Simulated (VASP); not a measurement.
Runs of VASP 6.6.1 on SiC. The structure is that of space group I-4m2 (No. 119), or close to it. The cells are those of the table. 

```csv
cell,gap on the mesh (eV),pressure (GPa)
"a = 3.084, b = 3.084, c = 2.829 Å, angles 62.7, 62.7, 54.6°, 2 atoms",0.15,23.8
"a = 3.084, b = 3.084, c = 3.320 Å, angles 57.4, 57.4, 65.1°, 2 atoms",none,-14.0
"a = 2.954, b = 2.954, c = 3.075 Å, angles 58.6, 58.6, 62.7°, 2 atoms",0.30,23.2
"a = 3.019, b = 3.019, c = 3.197 Å, angles 58.0, 58.0, 64.0°, 2 atoms",0.10,1.6
"a = 3.019, b = 3.019, c = 2.829 Å, angles 62.1, 62.1, 55.9°, 2 atoms",0.34,37.2
"a = 3.200, b = 3.200, c = 3.320 Å, angles 58.7, 58.7, 62.5°, 2 atoms",(b),-24.4
"a = 3.077, b = 3.077, c = 3.197 Å, angles 58.7, 58.7, 62.6°, 2 atoms",0.51,-6.7
"a = 3.141, b = 3.141, c = 2.952 Å, angles 62.0, 62.0, 56.0°, 2 atoms",0.55,(a)
"a = 3.141, b = 3.141, c = 3.320 Å, angles 58.1, 58.1, 63.8°, 2 atoms",0.31,-19.7
```

Alike in all rows: task single point; level PBEsol; potentials or basis VASP PAW PBE potentials, release 64 (Si, C); no spin polarisation; k mesh 12 × 12 × 12; cutoff (eV) 520; smearing gaussian 0.05 eV.

Q: Estimate the missing entries.

A: (a) 1.9; (b) 0.67.

Caveats: the PAW data sets were made with another functional, which shifts forces and pressure a little.

A k mesh can miss the band edges.

A gap of «none» marks levels without a gap at the run's occupations.
